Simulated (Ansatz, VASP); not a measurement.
## One calculation of Sr, two programs

```
Sr
1.0
     0.00000    3.05211    3.05211
     3.05211    0.00000    3.05211
     3.05211    3.05211    0.00000
Sr
1
Direct
  0.00000 0.00000 0.00000
```

Alike in both runs: task single point; functional r2SCAN; k mesh 9 × 9 × 9; occupations fermi-dirac, width 1 eV; no spin polarisation.

```csv
,VASP,Ansatz
version,VASP 6.6.1,Ansatz 0.2.0
potentials or method,"VASP PAW PBE potentials, release 64 (Sr_sv), cutoff 520 eV","plane waves (500 eV) with PAW, scalar-relativistic"
valence electrons in the cell,10,10
```

```tsv
	VASP	Ansatz	Ansatz less VASP
pressure (GPa)	1.0	1.0	-0.01
```

VASP's potentials were made for PBE, not for r2SCAN. With one functional, cell and mesh, what is left measures potentials, basis and numerics.
